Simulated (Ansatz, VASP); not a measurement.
One calculation of Mg2B3, two programs

```
Mg B
1.0
     3.83288    0.00000    0.00000
    -1.91644    3.31937    0.00000
     0.00000    0.00000    4.89785
Mg B
2 3
Direct
  0.33333 0.66667 0.17362
  0.66667 0.33333 0.82638
  0.00000 0.00000 0.00000
  0.33333 0.66667 0.63462
  0.66667 0.33333 0.36538
```

Change from the starting cell: species swapped into the Ga3Pt2 type (P-3m1, No. 164).

Alike in both runs: task relaxation of cell and atoms; functional PBE; k mesh 12 × 12 × 8; occupations gaussian, width 0.1 eV; no spin polarisation.

```csv
,VASP,Ansatz
version,VASP 6.6.1,Ansatz 0.2.0
potentials or method,"VASP PAW PBE potentials, release 64 (Mg, B), cutoff 600 eV","scalar-relativistic, plane waves, PAW"
valence electrons in the cell,13,29
```

VASP gave:

```
gap on the k mesh at the Fermi level, each at its own relaxed structure (eV) : none
relaxed volume (Å³/atom)                                                     : 12.09
relaxed cell length with the largest relative difference (Å)                 : 7.635
```

**Question.** Which values does Ansatz return?

**Answer.** gap on the k mesh at the Fermi level, each at its own relaxed structure (eV): none; relaxed volume (Å³/atom): 12.14; relaxed cell length with the largest relative difference (Å): 7.663.

A gap of «none» marks a metal or a gap that the smearing closes. VASP's potentials hold 13 valence electrons a cell and Ansatz's 29, so a difference there can come from the potentials and not from the codes.
